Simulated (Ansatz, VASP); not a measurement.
## One calculation of As, two programs

```
As
1.0
    -1.62939    1.62939    1.62939
     1.62939   -1.62939    1.62939
     1.62939    1.62939   -1.62939
As
1
Direct
  0.00000 0.00000 0.00000
```

Alike in both runs: task single point; functional r2SCAN; k mesh 15 × 15 × 15; occupations fermi-dirac, width 0.1 eV; no spin polarisation.

|  | VASP | Ansatz |
| --- | --- | --- |
| version | VASP 6.6.1 | Ansatz 0.2.0 |
| potentials or method | VASP PAW PBE potentials, release 64 (As), cutoff 550 eV | plane waves (500 eV) with PAW, scalar-relativistic |
| valence electrons in the cell | 5 | 15 |

|  | VASP | Ansatz | Ansatz less VASP |
| --- | --- | --- | --- |
| pressure (GPa) | 8.3 | 8.4 | +0.05 |

VASP's potentials were made for PBE, not for r2SCAN. VASP's potentials hold 5 valence electrons a cell and Ansatz's 15, so a difference there can come from the potentials and not from the codes.
